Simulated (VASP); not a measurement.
# Pt (I4/mmm) in VASP: further runs, part 2 of 2

VASP 6.6.1. The steps go on from the part before.

### 4 Single point, PBEsol (strain -0.050 along x and y, +0.025 along z)

Contents of INCAR:

```
SYSTEM = Pt
ALGO = Fast ; EDIFF = 1E-6
ENCUT = 520 ; GGA = PS
ISIF = 2 ; ISMEAR = 0
LASPH = .True. ; LCHARG = .False.
LREAL = .False. ; LWAVE = .False.
NBANDS = 11 ; NELM = 80
PREC = Accurate ; SIGMA = 0.15
```

Contents of KPOINTS:

```
k-points
0
Gamma
  20 20 20
  0 0 0
```

Contents of POSCAR:

```
Pt
1.0
    0.0000000000      1.8600050000      2.0068475000
    1.8600050000      0.0000000000      2.0068475000
    1.8600050000      1.8600050000      0.0000000000
Pt
1
Direct
    0.0000000000      0.0000000000      0.0000000000
```

Potentials or basis: VASP PAW PBE potentials, release 64 (Pt).

Command:

```console
> cat potpaw_PBE.64/Pt/POTCAR > POTCAR
> mpirun -np 1 vasp_std > vasp.out
```

OUTCAR:

```text
SYSTEM = Pt
   EDIFF = 1E-6
   ENCUT = 520
   GGA = PS
   ISIF = 2
   ISMEAR = 0
   LASPH = .True.
   LREAL = .False.
   NELM = 80
   PREC = Accurate

 ion  position               nearest neighbor table
   1  0.000  0.000  0.000-

  LATTYP: Found a body centered tetragonal cell.
 ALAT       =     2.6304442971
 C/A-ratio  =     1.5258620015

  Lattice vectors:

 A1 = (  -1.8600050000,   0.0000000000,   2.0068475000)
 A2 = (   1.8600050000,   0.0000000000,   2.0068475000)
 A3 = (   0.0000000000,   1.8600050000,  -2.0068475000)

Analysis of symmetry for initial positions (statically):
=====================================================================
 Subroutine PRICEL returns:
 Original cell was already a primitive cell.

 Routine SETGRP: Setting up the symmetry group for a
 body centered tetragonal supercell.

 Subroutine GETGRP returns: Found 16 space group operations
 (whereof 16 operations were pure point group operations)
 out of a pool of 16 trial point group operations.

The static configuration has the point symmetry D_4h.

[... 168 lines left out ...]
 k-point     1 :       0.0000    0.0000    0.0000
  band No.  band energies     occupation
      1       1.5000      2.00000
      2       7.7520      2.00000
      3       8.8030      2.00000
      4       8.8030      2.00000
      5      10.2415      2.00000
      6      11.5055      2.00000
      7      27.2108      0.00000
      8      31.1264      0.00000
      9      33.3040      0.00000
     10      33.3040      0.00000
     11      38.3034      0.00000
[... 309 lines left out ...]
 k-point    24 :      -0.3500    0.0500    0.0000
  band No.  band energies     occupation
      1       4.5563      2.00000
      2       8.0264      2.00000
      3       9.0791      2.00000
      4       9.4430      2.00000
      5      11.8199      2.00000
      6      12.7557      0.93406
      7      22.3912      0.00000
      8      27.6020      0.00000
      9      32.7669      0.00000
     10      35.2192      0.00000
     11      37.9963      0.00000

 [... further k-points ...]

------------------------ aborting loop because EDIFF is reached ----------------------------------------

  FORCE on cell =-STRESS in cart. coord.  units (eV):
  Direction    XX          YY          ZZ          XY          YZ          ZX
  --------------------------------------------------------------------------------------
  -------------------------------------------------------------------------------------
  Total        2.9120321      2.9120321      1.7405250      0.0000000      0.0000000      0.0000000
  in kB      335.9960288    335.9960288    200.8252278      0.0000000      0.0000000      0.0000000
  external PRESSURE =     290.9390952 kB  Pullay stress =       0.0000000 kB

 VOLUME and BASIS-vectors are now :
 -----------------------------------------------------------------------------
  energy-cutoff  :      520.00
  volume of cell :       13.89
      direct lattice vectors                 reciprocal lattice vectors
     0.000000000  1.860005000  2.006847500    -0.268816482  0.268816482  0.249146983
     1.860005000  0.000000000  2.006847500     0.268816482 -0.268816482  0.249146983
     1.860005000  1.860005000  0.000000000     0.268816482  0.268816482 -0.249146983

 POSITION                                       TOTAL-FORCE (eV/Angst)
 -----------------------------------------------------------------------------------
      0.00000      0.00000      0.00000         0.000000      0.000000      0.000000
 -----------------------------------------------------------------------------------
    total drift:                                0.000000      0.000000      0.000000

  FREE ENERGIE OF THE ION-ELECTRON SYSTEM (eV)
  ---------------------------------------------------
  free  energy   TOTEN  =        -6.8537199743 eV

  energy  without entropy=       -6.8360903055  energy(sigma->0) =       -6.84490514
```

OSZICAR:

```text
N       E                     dE             d eps       ncg     rms          rms(c)
DAV:   1     0.397240944179E+02    0.39724E+02   -0.54254E+03 14345   0.853E+02
DAV:   2    -0.666918486848E+01   -0.46393E+02   -0.44661E+02 16242   0.181E+02
DAV:   3    -0.727818058812E+01   -0.60900E+00   -0.60662E+00 16584   0.196E+01
DAV:   4    -0.728044970543E+01   -0.22691E-02   -0.22690E-02 16366   0.140E+00
DAV:   5    -0.728046612371E+01   -0.16418E-04   -0.16417E-04 16632   0.109E-01    0.170E+01
RMM:   6    -0.691438259620E+01    0.36608E+00   -0.31308E-01 14212   0.481E+00    0.887E+00
RMM:   7    -0.685849245040E+01    0.55890E-01   -0.87058E-02 14976   0.267E+00    0.260E+00
RMM:   8    -0.685400654985E+01    0.44859E-02   -0.11136E-02 15104   0.970E-01    0.646E-01
RMM:   9    -0.685370357377E+01    0.30298E-03   -0.98416E-04 16587   0.270E-01    0.638E-02
RMM:  10    -0.685372001558E+01   -0.16442E-04   -0.15348E-04 16579   0.951E-02    0.703E-02
RMM:  11    -0.685373646190E+01   -0.16446E-04   -0.47224E-05 16358   0.538E-02    0.452E-02
RMM:  12    -0.685371981499E+01    0.16647E-04   -0.31885E-05 15203   0.474E-02    0.101E-02
RMM:  13    -0.685371997433E+01   -0.15935E-06   -0.24368E-06 13626   0.111E-02
   1 F= -.68537200E+01 E0= -.68449051E+01  d E =-.176297E-01
```

Run time: 2 min. Hardware: 1 thread of Intel Xeon 8259CL, shared host; peak memory 0.21 GiB.

Results:

- Free energy: -6.8537 eV
- Pressure: 29.1 GPa
- Band gap on the k mesh: zero (bands 5 and 6 overlap by 2.99 eV)

Caveat: the cell differs from its parent crystal (strain -0.050 along x and y, +0.025 along z); the cell stands under pressure; the PAW data sets were made with another functional, which shifts forces and pressure a little; spin-orbit coupling is left out, which moves the levels of the heavy elements.

### 5 Single point, PBEsol (strain +0.000 along x and y, -0.025 along z)

Contents of INCAR:

```
PREC = Accurate
ENCUT = 520
EDIFF = 1E-6
ISMEAR = 0
SIGMA = 0.15
LREAL = False
LASPH = True
NELM = 100
ALGO = Fast
ISIF = 2
LWAVE = False
LCHARG = False
GGA = PS
NBANDS = 11
```

Contents of KPOINTS:

```
regular mesh
0
Gamma
  20 20 20
```

Contents of POSCAR:

```
Pt
1.0
    0.0000000000      1.9579000000      1.9089525000
    1.9579000000      0.0000000000      1.9089525000
    1.9579000000      1.9579000000      0.0000000000
Pt
1
Direct
    0.0000000000      0.0000000000      0.0000000000
```

Command:

```console
> cat potpaw_PBE.64/Pt/POTCAR > POTCAR
> mpirun -np 1 vasp_std > vasp.out
```

Wall time 89 s (1 thread of Intel Xeon 8259CL, shared host); peak memory 0.22 GiB.

It converged, with:

```yaml
Free_energy: -6.9626 eV
Pressure: 8.1 GPa
Band_gap_on_the_k_mesh: zero (bands 5 and 6 overlap by 2.43 eV)
```

Stress tensor (GPa, compression positive):
```
7.27 0.00 0.00
0.00 7.27 0.00
0.00 0.00 9.88
```

Levels at points of the mesh, in eV from the Fermi level:
```
           k point  band 1  band 2  band 3  band 4  band 5  band 6  band 7  band 8  band 9  band 10
(0.00, 0.00, 0.00)  -10.65   -4.10   -4.10   -3.79   -1.90   -1.54   14.54   19.42   19.42    20.13
(0.50, 0.00, 0.00)   -7.70   -4.22   -3.91   -0.68   -0.03    0.13    6.04   14.07   18.90    19.40
(0.50, 0.50, 0.00)   -7.43   -6.98    0.01    0.53    0.53    1.99    9.61   11.11   11.11    20.23
(0.50, 0.00, 0.50)   -7.47   -6.97    0.02    0.39    0.64    1.48    8.94   11.48   11.68    20.60
```

Caveat: the cell differs from its parent crystal (strain +0.000 along x and y, -0.025 along z); the cell stands under pressure; the PAW data sets were made with another functional, which shifts forces and pressure a little; spin-orbit coupling is left out, which moves the levels of the heavy elements.

### 6 Single point, PBEsol (strain -0.025 along x and y, +0.025 along z)

Contents of INCAR:

```
SYSTEM = Pt
PREC = Accurate
ENCUT = 520
EDIFF = 1E-6
ISMEAR = 0
SIGMA = 0.15
LREAL = .False.
LASPH = .True.
NELM = 100
ALGO = Fast
ISIF = 2
LWAVE = .False.
LCHARG = .False.
GGA = PS
NBANDS = 11
```

Contents of KPOINTS:

```
regular mesh
0
Gamma
  20 20 20
  0 0 0
```

Contents of POSCAR:

```
Pt
1.0
    0.0000000000      1.9089525000      2.0068475000
    1.9089525000      0.0000000000      2.0068475000
    1.9089525000      1.9089525000      0.0000000000
Pt
1
Direct
    0.0000000000      0.0000000000      0.0000000000
```

Potentials or basis: VASP PAW PBE potentials, release 64 (Pt).

Command:

```console
> cat potpaw_PBE.64/Pt/POTCAR > POTCAR
> mpirun -np 1 vasp_std > vasp.out
```

Run time: 94 s. Hardware: 1 thread of Intel Xeon 8259CL, shared host; peak memory 0.22 GiB.

Results (log left out):

* Free energy: -6.9542 eV
* Pressure: 8.6 GPa
* Band gap on the k mesh: zero (bands 5 and 6 overlap by 2.62 eV)

Stress tensor (GPa, compression positive):
```
10.95  0.00  0.00
 0.00 10.95  0.00
 0.00  0.00  4.01
```

Levels at points of the mesh, in eV from the Fermi level:
| k point | band 2 | band 3 | band 4 | band 5 | band 6 | band 7 | band 8 | band 9 |
| --- | --- | --- | --- | --- | --- | --- | --- | --- |
| (0.00, 0.00, 0.00) | -4.40 | -3.77 | -3.77 | -2.10 | -1.34 | 14.58 | 18.79 | 20.12 |
| (0.50, 0.00, 0.00) | -4.36 | -3.75 | -0.67 | -0.08 | 0.19 | 6.07 | 14.03 | 18.77 |
| (0.50, 0.50, 0.00) | -6.98 | 0.08 | 0.50 | 0.50 | 1.01 | 8.30 | 12.05 | 12.05 |
| (0.50, 0.00, 0.50) | -6.95 | -0.02 | 0.26 | 0.81 | 1.99 | 9.64 | 10.97 | 11.34 |

Caveat: the cell differs from its parent crystal (strain -0.025 along x and y, +0.025 along z); the cell stands under pressure; the PAW data sets were made with another functional, which shifts forces and pressure a little; spin-orbit coupling is left out, which moves the levels of the heavy elements.

### 7 Single point, PBEsol (strain -0.025 along x and y, +0.050 along z)

Contents of INCAR:

```
SYSTEM = Pt
PREC = Accurate ; ENCUT = 520
EDIFF = 1E-7 ; ISMEAR = 0
SIGMA = 0.15 ; LREAL = .False.
LASPH = .True. ; NELM = 100
ALGO = Fast ; ISIF = 2
LWAVE = .False. ; LCHARG = .False.
GGA = PS ; NBANDS = 11
```

Contents of KPOINTS:

```
Automatic mesh
0
Gamma
  20 20 20
  0 0 0
```

Contents of POSCAR:

```
Pt
1.0
    0.0000000000      1.9089525000      2.0557950000
    1.9089525000      0.0000000000      2.0557950000
    1.9089525000      1.9089525000      0.0000000000
Pt
1
Direct
    0.0000000000      0.0000000000      0.0000000000
```

Command:

```console
> cat potpaw_PBE.64/Pt/POTCAR > POTCAR
> mpirun -np 1 vasp_std > vasp.out
```

Run time: 1.8 min. Hardware: 1 thread of Intel Xeon 8259CL, shared host; peak memory 0.23 GiB.

Results (log left out):

- Free energy: -6.9532 eV
- Pressure: 1.5 GPa
- Band gap on the k mesh: zero (bands 5 and 6 overlap by 2.61 eV)

Stress tensor (GPa, compression positive):
```
 4.70  0.00  0.00
 0.00  4.70  0.00
 0.00  0.00 -4.86
```

Levels at points of the mesh, in eV from the Fermi level:
| k point | band 2 | band 3 | band 4 | band 5 | band 6 | band 7 | band 8 | band 9 |
| --- | --- | --- | --- | --- | --- | --- | --- | --- |
| (0.00, 0.00, 0.00) | -4.41 | -3.49 | -3.49 | -2.20 | -1.11 | 14.71 | 18.40 | 20.26 |
| (0.50, 0.00, 0.00) | -4.31 | -3.45 | -0.54 | -0.13 | 0.25 | 5.92 | 14.02 | 18.51 |
| (0.50, 0.50, 0.00) | -6.72 | 0.12 | 0.47 | 0.47 | 0.81 | 7.66 | 12.29 | 12.29 |
| (0.50, 0.00, 0.50) | -6.65 | -0.05 | 0.12 | 0.93 | 2.21 | 9.61 | 10.74 | 11.22 |

Caveat: the cell differs from its parent crystal (strain -0.025 along x and y, +0.050 along z); the PAW data sets were made with another functional, which shifts forces and pressure a little; spin-orbit coupling is left out, which moves the levels of the heavy elements.

### 8 Overview

```tsv
cell	gap on the mesh (eV)	pressure (GPa)
a = 2.665, b = 2.665, c = 2.630 Å, angles 60.4, 60.4, 59.1°, 1 atom	none	52.5
a = 2.665, b = 2.665, c = 2.700 Å, angles 59.6, 59.6, 60.9°, 1 atom	none	39.1
a = 2.736, b = 2.736, c = 2.630 Å, angles 61.3, 61.3, 57.5°, 1 atom	none	29.1
a = 2.734, b = 2.734, c = 2.769 Å, angles 59.6, 59.6, 60.8°, 1 atom	none	8.1
a = 2.770, b = 2.770, c = 2.700 Å, angles 60.8, 60.8, 58.3°, 1 atom	none	8.6
a = 2.805, b = 2.805, c = 2.700 Å, angles 61.2, 61.2, 57.5°, 1 atom	none	1.5
```

Alike in all rows: task single point; level PBEsol; potentials or basis VASP PAW PBE potentials, release 64 (Pt); no spin polarisation; k mesh 20 × 20 × 20; cutoff (eV) 520; smearing gaussian 0.15 eV.

Caveats: the PAW data sets were made with another functional, which shifts forces and pressure a little; spin-orbit coupling is left out, which moves the levels of the heavy elements; the cell stands under pressure (at least some runs).

Absolute energies hang on the potentials; compare differences alone.
